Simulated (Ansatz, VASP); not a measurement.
# V: VASP beside Ansatz

```
V
1.0
    -1.51294    1.51294    1.51294
     1.51294   -1.51294    1.51294
     1.51294    1.51294   -1.51294
V
1
Direct
  0.00000 0.00000 0.00000
```

Alike in both runs: task relaxation of cell and atoms; functional r2SCAN; k mesh 10 × 10 × 10; occupations gaussian, width 0.1 eV; no spin polarisation.

|  | VASP | Ansatz |
| --- | --- | --- |
| version | VASP 6.6.1 | Ansatz 0.2.0 |
| potentials or method | VASP PAW PBE potentials, release 64 (V_sv), cutoff 600 eV | scalar-relativistic, plane waves, PAW |
| valence electrons in the cell | 13 | 13 |

```csv
,VASP,Ansatz,Ansatz less VASP
"gap on the k mesh at the Fermi level, each at its own relaxed structure (eV)",none,none,-
relaxed volume (Å³/atom),13.37,13.36,-0.012
relaxed cell length with the largest relative difference (Å),2.590,2.589,-0.0007
```

VASP's potentials were made for PBE, not for r2SCAN. A gap of «none» marks a metal or a gap that the smearing closes.
